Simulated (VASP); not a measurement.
Here is a VASP 6.6.1 calculation.

The input INCAR:

```
SYSTEM = GaGe
PREC = Accurate
ENCUT = 520
EDIFF = 1E-7
ISMEAR = 0
SIGMA = 0.016
LREAL = .FALSE.
LASPH = .TRUE.
NELM = 80
ALGO = Normal
ISIF = 2
LWAVE = .FALSE.
LCHARG = .TRUE.
GGA = PE
LELF = .TRUE.
LVHAR = .TRUE.
NBANDS = 20
```

The input KPOINTS:

```
Automatic mesh
0
G
  8 8 8
  0 0 0
```

POSCAR

```
GaGe
1.0
    0.0000000000      2.8978440000      2.8978440000
    2.8978440000      0.0000000000      2.8978440000
    2.8978440000      2.8978440000      0.0000000000
Ge Ga
1 1
Direct
    0.0000000000      0.0000000000      0.0000000000
    0.2500000000      0.2500000000      0.2500000000
```

Potentials or basis: VASP PAW PBE potentials, release 64 (Ge_d, Ga_d).

The run is started by

```bash
$ cat potpaw_PBE.64/Ge_d/POTCAR potpaw_PBE.64/Ga_d/POTCAR > POTCAR
$ mpirun -np 1 vasp_std > vasp.out
```

(1) What does it give for the band gap on the k mesh?

(2) Estimate the pressure.

Answers

(1) zero (an odd number of electrons rules out a gap without spin polarisation).

(2) 0.3 GPa.
